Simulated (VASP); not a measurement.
# AlCo in VASP: settings compared

AlCo is run at these levels: r2SCAN, PBE; tasks: single point.

All numbers are computed with VASP 6.6.1; they aren't measurements. Logs are shortened: lines on timing, memory, paths and dates and some standing lists are left out, and cuts for length are marked.

## (1) The cell of the first run

The typed cell holds 2 atoms: a = 4.007 Å, b = 4.007 Å, c = 2.829 Å, α = 44.90°, β = 135.10°, γ = 120.00°.

## (2) Single point, r2SCAN

POSCAR

```
AlCo
1.0
    4.0065529146      0.0000000529     -0.0008565001
   -2.0032764115      3.4697766320      0.0008565001
   -2.0036234153      1.1567925181      1.6284565953
Al Co
1 1
Direct
    0.0000000000      0.0000000000      0.0000000000
    0.5000000000      0.5000000000      0.5000000000
```

INCAR.step1

```
SYSTEM = AlCo
ALGO = Normal
EDIFF = 1E-4
ENCUT = 520
GGA = PE
ISMEAR = 0
ISYM = 0
LASPH = .True.
LCHARG = .False.
LREAL = .False.
LWAVE = .True.
NBANDS = 13
NELM = 60
PREC = Accurate
SIGMA = 0.1
```

INCAR.step2

```
SYSTEM = AlCo
ALGO = Normal
EDIFF = 1E-6
ENCUT = 520
ISIF = 2
ISMEAR = 0
ISTART = 1
ISYM = 0
LASPH = .True.
LCHARG = .False.
LMIXTAU = .True.
LREAL = .False.
LWAVE = .False.
METAGGA = R2SCAN
NBANDS = 13
NELM = 60
PREC = Accurate
SIGMA = 0.1
```

KPOINTS

```
k-points
0
Gamma
  9 9 21
  0 0 0
```

Potentials or basis: VASP PAW PBE potentials, release 64 (Al, Co).

Launch:

```console
$ cat potpaw_PBE.64/Al/POTCAR potpaw_PBE.64/Co/POTCAR > POTCAR
$ cp INCAR.step1 INCAR
$ mpirun -np 1 vasp_std > vasp.out
$ cp INCAR.step2 INCAR
$ mpirun -np 1 vasp_std > vasp.out
```

OUTCAR:

```text
SYSTEM = AlCo
   EDIFF = 1E-6
   ENCUT = 520
   ISIF = 2
   ISMEAR = 0
   ISTART = 1
   ISYM = 0
   LASPH = .True.
   LREAL = .False.
   METAGGA = R2SCAN
   NELM = 60
   PREC = Accurate

 ion  position               nearest neighbor table
   1  0.000  0.000  0.000-   2 2.44   2 2.45   2 2.45   2 2.45   2 2.45   2 2.45   2 2.45
   2  0.500  0.500  0.500-   1 2.44   1 2.45   1 2.45   1 2.45   1 2.45   1 2.45   1 2.45

IMPORTANT INFORMATION: All symmetrisations will be switched off!
NOSYMM: (Re-)initialisation of all symmetry stuff for point group C_1.

----------------------------------------------------------------------------------------

                                     Primitive cell

  volume of cell :      22.6306

  direct lattice vectors                    reciprocal lattice vectors
     4.006552915  0.000000053 -0.000856500     0.249634892  0.144076214  0.204800072
    -2.003276411  3.469776632  0.000856500    -0.000043785  0.288228265 -0.204800072
    -2.003623415  1.156792518  1.628456595     0.000131321 -0.000075818  0.614293820

  length of vectors
     4.006553006  4.006553006  2.829230744     0.353579700  0.353579700  0.614293839

  position of ions in fractional coordinates (direct lattice)
     0.000000000  0.000000000  0.000000000
     0.500000000  0.500000000  0.500000000

  ion indices of the primitive-cell ions
   primitive index   ion index
                 1           1
                 2           2

----------------------------------------------------------------------------------------

 KPOINTS: k-points

Automatic generation of k-mesh.
 Grid dimensions read from file:
 generate k-points for:    9    9   21

 Generating k-lattice:

  Cartesian coordinates                     Fractional coordinates (reciprocal lattice)
     0.027737210  0.016008468  0.022755564     0.111111111  0.000000000  0.000000000
    -0.000004865  0.032025363 -0.022755564     0.000000000  0.111111111  0.000000000
     0.000006253 -0.000003610  0.029252087    -0.000000000  0.000000000  0.047619048

  Length of vectors
     0.039286633  0.039286633  0.029252088

  Shift w.r.t. Gamma in fractional coordinates (k-lattice)
     0.000000000  0.000000000  0.000000000

 Subroutine IBZKPT returns following result:
 ===========================================

 Found    851 irreducible k-points:

 Following reciprocal coordinates:
            Coordinates               Weight
  0.000000  0.000000  0.000000      1.000000
  0.111111  0.000000  0.000000      2.000000
 -0.000000  0.111111 -0.000000      2.000000
  0.222222  0.000000 -0.000000      2.000000
 -0.000000  0.222222 -0.000000      2.000000
  0.333333  0.000000 -0.000000      2.000000
[... 16 lines left out ...]
 -0.111111  0.111111 -0.000000      2.000000
  0.222222  0.222222 -0.000000      2.000000
 [... further k-points ...]
   k-points           NKPTS =    851   k-points in BZ     NKDIM =    851   number of bands    NBANDS=     13
   number of dos      NEDOS =    301   number of ions     NIONS =      2
   total plane-waves  NPLWV =  21600
   dimension x,y,z NGX =    30 NGY =   30 NGZ =   24
   dimension x,y,z NGXF=    60 NGYF=   60 NGZF=   48
   ions per type =               1   1
   NGX,Y,Z   is equivalent  to a cutoff of  12.45, 12.45, 14.10 a.u.
   NGXF,Y,Z  is equivalent  to a cutoff of  24.90, 24.90, 28.20 a.u.
 SYSTEM =  AlCo
   PREC   = accura    normal or accurate (medium, high low for compatibility)
   ISTART =      1    job   : 0-new  1-cont  2-samecut
   ICHARG =      0    charge: 1-file 2-atom 10-const
   ISPIN  =      1    spin polarized calculation?
   LNONCOLLINEAR =      F non collinear calculations
   LSORBIT =      F    spin-orbit coupling
   LASPH  =      T    aspherical Exc in radial PAW
   ENCUT  =  520.0 eV  38.22 Ry    6.18 a.u.   7.45  7.45  5.26*2*pi/ulx,y,z
   NELM   =     60;   NELMIN=  2; NELMDL=  0     # of ELM steps
   EDIFF  = 0.1E-05   stopping-criterion for ELM
   LREAL  =      F    real-space projection
   EDIFFG = 0.1E-04   stopping-criterion for IOM
   NSW    =      0    number of steps for IOM
   IBRION =     -1    ionic relax: 0-MD 1-quasi-New 2-CG
   NFREE  =      0    steps in history (QN), initial steepest desc. (CG)
   ISIF   =      2    stress and relaxation
   ISYM   =      0    0-nonsym 1-usesym 2-fastsym
   POTIM  = 0.5000    time-step for ionic-motion
   TEBEG  =    0.0;   TEEND  =   0.0 temperature during run
   PSTRESS=    0.0 pullay stress
   NELECT =      12.0000    total number of electrons
   NUPDOWN=      -1.0000    fix difference up-down
   EMIN   =  10.00;   EMAX   =-10.00  energy-range for DOS
   EFERMI =   0.00;   METHOD = LEGACY
   ISMEAR =     0;   SIGMA  =   0.10  broadening in eV -4-tet -1-fermi 0-gaus
   EFERMI_NEDOS =   21; number of points for ismear=-14 and -15
   IALGO  =     38    algorithm
   IMIX   =      4    mixing-type and parameters
     AMIX     =   0.40;   BMIX     =  1.00
     AMIX_MAG =   1.60;   BMIX_MAG =  1.00
  volume/ion in A,a.u.               =      11.32        76.36
  Fermi-wavevector in a.u.,A,eV,Ry     =   1.325063  2.504006 23.888996  1.755792
  Thomas-Fermi vector in A             =   2.454551
   LORBIT       =      0    0 simple, 1 ext, 2 COOP (PROOUT), +10 PAW based schemes
   METAGGA = R2SCAN    functional components
   LHFCALC =     F    Hartree Fock is set to
   AEXX    =    0.0000 exact exchange contribution
   IVDW    =     0    specifies the selected vdW correction
   LEPSILON=     F    determine dielectric tensor
   LRPA    =     F    only Hartree local field effects (RPA)
 non-spin polarized calculation
 Gauss-broadening in eV      SIGMA  =   0.10
  energy-cutoff  :      520.00
  volume of cell :       22.63
 maximum number of plane-waves:       624
 NGX is ok and might be reduce to    30
   NGX = 15   NGY = 15   NGZ = 11

 number of electron      12.0000000 magnetization

 Free energy of the ion-electron system (eV)
  ---------------------------------------------------
  ext. energy  EPLUGINS =         0.00000000
  ---------------------------------------------------
  free energy    TOTEN  =       -21.07917177 eV

  energy without entropy =      -21.07591848  energy(sigma->0) =      -21.07754512

 E-fermi :  10.8331     XC(G=0): -13.3757

 val. band max:       10.8235747692   @ k =   0.2222  -0.3333   0.2857
 cond. band min:      10.8514283287   @ k =  -0.4444   0.1111   0.4762
 fundamental gap:      0.0278535595
 Fermi energy:        10.8331423412

 k-point     1 :       0.0000    0.0000    0.0000
  band No.  band energies     occupation
      1      -1.0698      2.00000
      2       7.6430      2.00000
      3       7.6441      2.00000
      4       9.6973      2.00000
      5       9.7087      2.00000
      6       9.7089      2.00000
      7      17.2253      0.00000
      8      17.2508      0.00000
      9      17.2602      0.00000
     10      19.8965      0.00000
     11      19.8995      0.00000
     12      27.7132      0.00000
     13      33.7735      0.00000

 k-point     2 :       0.1111    0.0000    0.0000
  band No.  band energies     occupation
      1      -0.8198      2.00000
      2       7.6029      2.00000
      3       7.7155      2.00000
      4       9.5751      2.00000
      5       9.5834      2.00000
      6       9.7182      2.00000
      7      15.3121      0.00000
      8      17.5710      0.00000
      9      17.5925      0.00000
     10      19.8671      0.00000
     11      21.7000      0.00000
     12      28.4884      0.00000
     13      31.6283      0.00000

 k-point     3 :      -0.0000    0.1111   -0.0000
  band No.  band energies     occupation
      1      -0.8198      2.00000
      2       7.6029      2.00000
      3       7.7155      2.00000
      4       9.5751      2.00000
      5       9.5834      2.00000
      6       9.7182      2.00000
      7      15.3121      0.00000
      8      17.5710      0.00000
      9      17.5925      0.00000
     10      19.8671      0.00000
     11      21.7000      0.00000
     12      28.4884      0.00000
     13      31.6363      0.00000

 k-point     4 :       0.2222    0.0000   -0.0000
  band No.  band energies     occupation
      1      -0.0804      2.00000
      2       7.2943      2.00000
      3       7.9049      2.00000
      4       9.2822      2.00000
      5       9.2920      2.00000
      6       9.7524      2.00000
      7      12.9443      0.00000
      8      18.5064      0.00000
      9      18.5253      0.00000
     10      19.7811      0.00000
     11      23.7099      0.00000
     12      28.7975      0.00000
     13      28.8083      0.00000

 k-point     5 :      -0.0000    0.2222   -0.0000
  band No.  band energies     occupation
      1      -0.0804      2.00000
      2       7.2943      2.00000
      3       7.9049      2.00000
      4       9.2822      2.00000
      5       9.2920      2.00000
      6       9.7524      2.00000
      7      12.9443      0.00000
      8      18.5064      0.00000
      9      18.5253      0.00000
     10      19.7811      0.00000
     11      23.7099      0.00000
     12      28.7975      0.00000
     13      28.8083      0.00000

 k-point     6 :       0.3333    0.0000   -0.0000
  band No.  band energies     occupation
      1       1.1138      2.00000
      2       6.2519      2.00000
      3       8.1332      2.00000
      4       8.9853      2.00000
      5       8.9966      2.00000
      6       9.7918      2.00000
      7      11.5433      0.00000
      8      19.6567      0.00000
      9      19.8818      0.00000
     10      19.9024      0.00000
     11      25.2469      0.00000
     12      26.1920      0.00000
     13      26.2035      0.00000

 k-point     7 :      -0.0000    0.3333   -0.0000
  band No.  band energies     occupation
      1       1.1138      2.00000
      2       6.2519      2.00000
      3       8.1332      2.00000
      4       8.9853      2.00000
      5       8.9966      2.00000
      6       9.7918      2.00000
      7      11.5433      0.00000
      8      19.6567      0.00000
      9      19.8818      0.00000
     10      19.9024      0.00000
     11      25.2469      0.00000
     12      26.1920      0.00000
     13      26.2035      0.00000
[... 193 lines left out ...]
 k-point    20 :       0.1111   -0.3333    0.0000
  band No.  band energies     occupation
      1       1.3477      2.00000
      2       6.3780      2.00000
      3       8.1311      2.00000
      4       8.8989      2.00000
      5       9.0107      2.00000
      6       9.6813      2.00000
      7      11.6283      0.00000
      8      17.4152      0.00000
      9      20.2010      0.00000
     10      20.9221      0.00000
     11      24.6918      0.00000
     12      26.3605      0.00000
     13      26.5678      0.00000

 k-point    21 :      -0.2222    0.1111   -0.0000
  band No.  band energies     occupation
      1       0.1645      2.00000
      2       7.3865      2.00000
      3       7.8876      2.00000
      4       9.1434      2.00000
      5       9.3004      2.00000
      6       9.6396      2.00000
      7      13.1105      0.00000
      8      16.4176      0.00000
      9      18.8362      0.00000
     10      21.0034      0.00000
     11      24.8483      0.00000
     12      26.8139      0.00000
     13      28.9468      0.00000

 k-point    22 :       0.1111   -0.2222    0.0000
  band No.  band energies     occupation
      1       0.1645      2.00000
      2       7.3865      2.00000
      3       7.8876      2.00000
      4       9.1434      2.00000
      5       9.3004      2.00000
      6       9.6396      2.00000
      7      13.1105      0.00000
      8      16.4176      0.00000
      9      18.8362      0.00000
     10      21.0034      0.00000
     11      24.8483      0.00000
     12      26.8139      0.00000
     13      28.9468      0.00000

 k-point    23 :      -0.1111    0.1111   -0.0000
  band No.  band energies     occupation
      1      -0.5700      2.00000
      2       7.6408      2.00000
      3       7.7207      2.00000
      4       9.4415      2.00000
      5       9.5625      2.00000
      6       9.6260      2.00000
      7      15.2327      0.00000
      8      15.9671      0.00000
      9      17.9108      0.00000
     10      20.7901      0.00000
     11      22.7471      0.00000
     12      29.1239      0.00000
     13      29.5205      0.00000

 k-point    24 :       0.2222    0.2222   -0.0000
  band No.  band energies     occupation
      1       0.8654      2.00000
      2       7.6219      2.00000
      3       7.6700      2.00000
      4       8.8845      2.00000
      5       9.3035      2.00000
      6       9.4096      2.00000
      7      13.0444      0.00000
      8      14.7110      0.00000
      9      19.7185      0.00000
     10      21.1483      0.00000
     11      24.4808      0.00000
     12      27.2455      0.00000
     13      29.3876      0.00000

 [... further k-points ...]
[... 5 lines left out ...]
  --------------------------------------------------------------------------------------
  -------------------------------------------------------------------------------------
  Total       -0.2697428     -0.2655960     -0.0289486      0.0035912     -0.0001908      0.0003304
  in kB      -19.0969548    -18.8033795     -2.0494742      0.2542491     -0.0135077      0.0233893
  external PRESSURE =     -13.3166028 kB  Pullay stress =       0.0000000 kB

 VOLUME and BASIS-vectors are now :
 -----------------------------------------------------------------------------
  energy-cutoff  :      520.00
  volume of cell :       22.63
      direct lattice vectors                 reciprocal lattice vectors
     4.006552915  0.000000053 -0.000856500     0.249634892  0.144076214  0.204800072
    -2.003276411  3.469776632  0.000856500    -0.000043785  0.288228265 -0.204800072
    -2.003623415  1.156792518  1.628456595     0.000131321 -0.000075818  0.614293820

 POSITION                                       TOTAL-FORCE (eV/Angst)
 -----------------------------------------------------------------------------------
      0.00000      0.00000      0.00000        -0.000000      0.000000     -0.000000
     -0.00017      2.31328      0.81423         0.000000     -0.000000      0.000000
 -----------------------------------------------------------------------------------
    total drift:                                0.000000     -0.000000      0.000000

  FREE ENERGIE OF THE ION-ELECTRON SYSTEM (eV)
  ---------------------------------------------------
  free  energy   TOTEN  =       -21.0791717724 eV

  energy  without entropy=      -21.0759184769  energy(sigma->0) =      -21.07754512
```

It took 20 min on 1 thread of Intel Xeon Platinum 8259CL at 2.50GHz (Skylake/Cascade Lake), shared host; peak memory 0.39 GiB.

Results:

```
Free energy            : -21.0792 eV
Pressure               : -1.3 GPa
Band gap on the k mesh : zero (band 6 reaches 12.93 eV, above the bottom of band 7 at 10.63 eV)
```

Stress tensor (GPa, compression positive):
```
-1.91  0.03  0.00
 0.03 -1.88  0.00
 0.00  0.00 -0.20
```

Caveat: the PAW data sets were made with another functional, which shifts forces and pressure a little. Spin polarisation is off, so any magnetic state and its effect on volume and gap are missing.

## (3) Single point, PBE

This run uses another cell than the first one, of 11.28 Å³/atom, 0.997 times its volume.

INCAR

```
  ALGO = Fast
  EDIFF = 1E-7
  ENCUT = 520
  GGA = PE
  ISIF = 2
  ISMEAR = 0
  ISYM = 0
  LASPH = T
  LCHARG = F
  LREAL = F
  LWAVE = F
  NBANDS = 13
  NELM = 100
  PREC = Accurate
  SIGMA = 0.1
```

KPOINTS

```
k-points
0
Gamma
  9 9 21
```

POSCAR

```
AlCo
1.0
    4.0065530061      0.0000000000      0.0000000000
   -2.0032765031      3.4697766849      0.0000000000
   -2.0032765031      1.1565922283      1.6230781821
Al Co
1 1
Direct
    0.0000000000      0.0000000000      0.0000000000
    0.5000000000      0.5000000000      0.5000000000
```

Potentials or basis: VASP PAW PBE potentials, release 64 (Al, Co).

Launch:

```console
$ cat potpaw_PBE.64/Al/POTCAR potpaw_PBE.64/Co/POTCAR > POTCAR
$ mpirun -np 1 vasp_std > vasp.out
```

It took 3.1 min on 1 thread of Intel Xeon 6975P-C (Granite Rapids), shared host; peak memory 0.38 GiB.

Results (log left out):

```yaml
Free_energy: -11.9806 eV
Pressure: 4.9 GPa
Band_gap_on_the_k_mesh: zero (band 6 reaches 13.12 eV, above the bottom of band 7 at 10.68 eV)
```

Stress tensor (GPa, compression positive):
```
 4.12 -0.05 -0.02
-0.05  4.07  0.01
-0.02  0.01  6.57
```

Levels at points of the mesh, in eV from the Fermi level:
| k point | band 4 | band 5 | band 6 | band 7 | band 8 | band 9 |
| --- | --- | --- | --- | --- | --- | --- |
| (0.00, 0.00, 0.00) | -0.90 | -0.88 | -0.88 | 6.05 | 6.09 | 6.09 |

Spin polarisation is off, so any magnetic state and its effect on volume and gap are missing.
